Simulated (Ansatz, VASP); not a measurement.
Two plane-wave programs on NaLiICl

```xyz
4
Lattice="4.0916 0.0000 0.0000 0.0000 4.0916 0.0000 0.0000 0.0000 6.2153" Properties=species:S:1:pos:R:3 pbc="T T T"
Na    2.0458    2.0458    3.1077
Li    0.0000    0.0000    0.0000
I     2.0458    2.0458    0.0000
Cl    0.0000    0.0000    3.1077
```

Alike in both runs: task relaxation of cell and atoms; functional LDA; k mesh 6 × 6 × 4; no spin polarisation.

|  | VASP | Ansatz |
| --- | --- | --- |
| version | VASP 6.6.1 | Ansatz 0.2.0 |
| potentials or method | VASP PAW LDA potentials, release 64 (Na_pv, Li_sv, I, Cl), cutoff 600 eV | plane waves, PAW |
| occupations | fermi-dirac, width 0.1 eV | fermi-dirac |
| valence electrons in the cell | 24 | 36 |

|  | VASP | Ansatz | Ansatz less VASP |
| --- | --- | --- | --- |
| relaxed volume (Å³/atom) | 23.17 | 23.16 | -0.014 |
| relaxed cell length with the largest relative difference (Å) | 5.919 | 5.924 | +0.0057 |

LDA's correlation is that of Perdew and Zunger in VASP and of Perdew and Wang (1992) in Ansatz. VASP's potentials hold 24 valence electrons a cell and Ansatz's 36, so a difference there can come from the potentials and not from the codes.

Neither program's run includes spin-orbit coupling. Noted on VASP's run: the cutoff is short for stress, so the pressure is rough.
